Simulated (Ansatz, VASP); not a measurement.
## Si3C: VASP beside Ansatz

```
Si C
1.0
     2.55331   -3.10427    0.00000
     2.55331    3.10427    0.00000
     0.00000    0.00000    3.09653
Si C
3 1
Direct
  0.00000 0.50000 0.00000
  0.00000 0.00000 0.50000
  0.50000 0.00000 0.00000
  0.50000 0.50000 0.50000
```

Alike in both runs: functional PBE; k mesh 12 × 12 × 16; occupations gaussian, width 0.1 eV; no spin polarisation.

Ansatz relaxed the structure, and its values are those at the end. VASP's run is a single point on that final structure, the one shown.

|  | VASP | Ansatz |
| --- | --- | --- |
| version | VASP 6.6.1 | Ansatz 0.2.0 |
| potentials or method | VASP PAW PBE potentials, release 64 (Si, C), cutoff 520 eV | scalar-relativistic, plane waves, PAW |
| valence electrons in the cell | 16 | 16 |

```csv
,VASP,Ansatz,Ansatz less VASP
gap on the k mesh at the Fermi level (eV),none,none,-
pressure (GPa),0.0,0.0,+0.02
```

A gap of «none» marks a metal or a gap that the smearing closes.
